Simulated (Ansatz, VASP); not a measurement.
**One calculation of GaH2, two programs**

```xyz
3
Lattice="0.0000 2.4068 2.4068 2.4068 0.0000 2.4068 2.4068 2.4068 0.0000" Properties=species:S:1:pos:R:3 pbc="T T T"
Ga    0.0000    0.0000    0.0000
H     1.2034    1.2034    1.2034
H     3.6103    3.6103    3.6103
```

Alike in both runs: functional PBE; k mesh 16 × 16 × 16; occupations gaussian, width 0.1 eV; no spin polarisation.

Ansatz relaxed the structure, and its values are those at the end. VASP's run is a single point on that final structure, the one shown.

|  | VASP | Ansatz |
| --- | --- | --- |
| version | VASP 6.6.1 | Ansatz 0.2.0 |
| potentials or method | VASP PAW PBE potentials, release 64 (Ga_d, H), cutoff 520 eV | scalar-relativistic, plane waves, PAW |
| valence electrons in the cell | 15 | 15 |

|  | VASP | Ansatz | Ansatz less VASP |
| --- | --- | --- | --- |
| gap on the k mesh at the Fermi level (eV) | none | none | - |
| pressure (GPa) | 0.0 | 0.0 | +0.03 |

A gap of «none» marks a metal or a gap that the smearing closes.
